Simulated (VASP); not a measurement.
A run of VASP 6.6.1:

INCAR

```
ALGO = Normal
EDIFF = 1E-7
ENCUT = 520
GGA = PS
ISIF = 2
ISMEAR = 0
LASPH = T
LCHARG = T
LELF = T
LREAL = F
LVHAR = T
LWAVE = F
NBANDS = 16
NELM = 60
PREC = Accurate
SIGMA = 0.02
```

KPOINTS

```
k-points
0
Gamma
  10 10 10
```

File POSCAR:

```
GaN
1.0
    0.0000000000      2.3595278111      2.3595278111
    2.3595278111      0.0000000000      2.3595278111
    2.3595278111      2.3595278111      0.0000000000
Ga N
1 1
Direct
    0.0000000000      0.0000000000      0.0000000000
    0.7500000000      0.7500000000      0.7500000000
```

Potentials or basis: VASP PAW PBE potentials, release 64 (Ga_d, N).

The run is started by

```sh
$ cat potpaw_PBE.64/Ga_d/POTCAR potpaw_PBE.64/N/POTCAR > POTCAR
$ mpirun -np 1 vasp_std > vasp.out
```

Hardware: 1 thread of Intel(R) Xeon(R) Platinum 8488C (Sapphire Rapids), with other jobs on the host.

Question: How long does it take, and how much memory?

Answer: It took 31 s on 1 thread of Intel(R) Xeon(R) Platinum 8488C (Sapphire Rapids), with other jobs on the host, peak memory 0.16 GiB. Counts: scf iterations 15, k points 47.
